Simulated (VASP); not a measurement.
A run of VASP 6.6.1:

Contents of INCAR:

```
SYSTEM = Sm3BRh
ALGO     = Normal         ! electronic algorithm
EDIFF    = 1E-6           ! SCF threshold, eV
ENCUT    = 500            ! plane-wave cutoff, eV
GGA      = PE             ! functional
GGA_COMPAT= .FALSE.      
ISIF     = 2              ! what is computed and relaxed
ISMEAR   = 0              ! smearing method
ISPIN    = 2              ! spin polarisation
LASPH    = .TRUE.         ! aspherical terms in the spheres
LCHARG   = .FALSE.        ! write CHGCAR
LMAXMIX  = 6              ! l up to which the mixer works
LORBIT   = 11             ! projections on sites
LREAL    = .FALSE.        ! projectors in reciprocal space
LWAVE    = .FALSE.        ! write WAVECAR
MAGMOM   = 0 0 0 0 1      ! initial moments
NBANDS   = 38             ! bands
NELM     = 200            ! most SCF steps
PREC     = Accurate       ! precision mode
SIGMA    = 0.1            ! smearing width, eV
```

Contents of KPOINTS:

```
k-points
0
G
  4 4 4
  0 0 0
```

Contents of POSCAR:

```
Sm3BRh
1.0
    5.0078655537      0.0000000000      0.0000000000
    0.0000000000      5.0078655537      0.0000000000
    0.0000000000      0.0000000000      5.0078655537
Sm B Rh
3 1 1
Direct
    0.5000000000      0.5000000000      0.0000000000
    0.0000000000      0.5000000000      0.5000000000
    0.5000000000      0.0000000000      0.5000000000
    0.5000000000      0.5000000000      0.5000000000
    0.0000000000      0.0000000000      0.0000000000
```

Potentials or basis: VASP PAW PBE potentials, release 64 (Sm_3, B, Rh_pv), 4f in core.

The run is started by

```sh
$ cat potpaw_PBE.64/Sm_3/POTCAR potpaw_PBE.64/B/POTCAR potpaw_PBE.64/Rh_pv/POTCAR > POTCAR
$ mpirun -np 1 vasp_std > vasp.out
```

Hardware: 1 thread of Intel(R) Xeon(R) 6975P-C (Granite Rapids) (shared host).

Q: Estimate the wall time of this run.

A: Wall time 51 s on 1 thread of Intel(R) Xeon(R) 6975P-C (Granite Rapids), on a shared host, peak memory 0.32 GiB. Counts: scf iterations 15, k points 10.
